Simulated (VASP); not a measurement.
A run of VASP 6.6.1 is set up as follows.

Contents of POSCAR:

```
Pd
1.0
   -1.5501784163      1.5501784163      1.5501784163
    1.5501784163     -1.5501784163      1.5501784163
    1.5501784163      1.5501784163     -1.5501784163
Pd
1
Direct
    0.0000000000      0.0000000000      0.0000000000
```

INCAR.step1

```
SYSTEM = Pd
  PREC = Accurate
  ENCUT = 520
  EDIFF = 1E-5
  ISMEAR = -1
  SIGMA = 0.05
  LREAL = .FALSE.
  LASPH = .TRUE.
  NELM = 60
  ALGO = Normal
  ISIF = 2
  LWAVE = .TRUE.
  GGA = PE
  NBANDS = 11
```

The input INCAR.step2:

```
SYSTEM = Pd
  PREC = Accurate
  ENCUT = 520
  EDIFF = 1E-6
  ISMEAR = -1
  SIGMA = 0.05
  LREAL = .FALSE.
  LASPH = .TRUE.
  NELM = 60
  ALGO = Normal
  ISIF = 2
  LWAVE = .FALSE.
  LCHARG = .TRUE.
  GGA = PE
  LHFCALC = .TRUE.
  HFSCREEN = 0.2079
  PRECFOCK = Normal
  LELF = .TRUE.
  LVHAR = .TRUE.
  ISTART = 1
  NBANDS = 11
```

KPOINTS

```
regular mesh
0
G
  6 6 6
  0 0 0
```

Potentials or basis: VASP PAW PBE potentials, release 64 (Pd).

Launch:

```console
$ cat potpaw_PBE.64/Pd/POTCAR > POTCAR
$ cp INCAR.step1 INCAR
$ mpirun -np 1 vasp_std > vasp.out
$ cp INCAR.step2 INCAR
$ mpirun -np 1 vasp_std > vasp.out
```

Question: Predict the band gap on the k mesh.

Answer: Zero (bands 5 and 6 overlap by 2.29 eV).

Question: Predict the pressure.

Answer: 0.3 GPa.

Caveat: the k points lie up to 0.48 Å⁻¹ apart, too coarse for converged energies and pressures of a metal; the PAW data sets were made with another functional, which shifts forces and pressure a little.
